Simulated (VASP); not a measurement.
Crystal: MgO.

```
Mg O
1.0
     0.00000    2.10217    2.10217
     2.10217    0.00000    2.10217
     2.10217    2.10217    0.00000
Mg O
1 1
Cartesian
  0.0000 0.0000 0.0000
  2.1022 2.1022 2.1022
```

Base run:

```yaml
Program: VASP 6.6.1
Functional: PBE
Potentials_or_basis: VASP PAW PBE potentials, release 64 (Mg, O)
Cutoff: 520 eV
k_mesh: 8 × 8 × 8
Occupations: gaussian, width 0.01 eV
Spin: no spin polarisation
```

Its results: band gap on the k mesh 4.78 eV, direct; pressure 4.9 GPa.

Problem. The run is repeated on the same cell with these changes: functional from PBE to HSE06; further incar settings from ALGO = Normal; EDIFF = 1e-07; NBANDS = 11 to ALGO = Normal; EDIFF = 1e-06; NBANDS = 11. What comes out?

Solution. Band gap on the k mesh 6.50 eV, direct; pressure -0.6 GPa.

Caveats: the PAW data sets were made with another functional, which shifts forces and pressure a little (some runs).

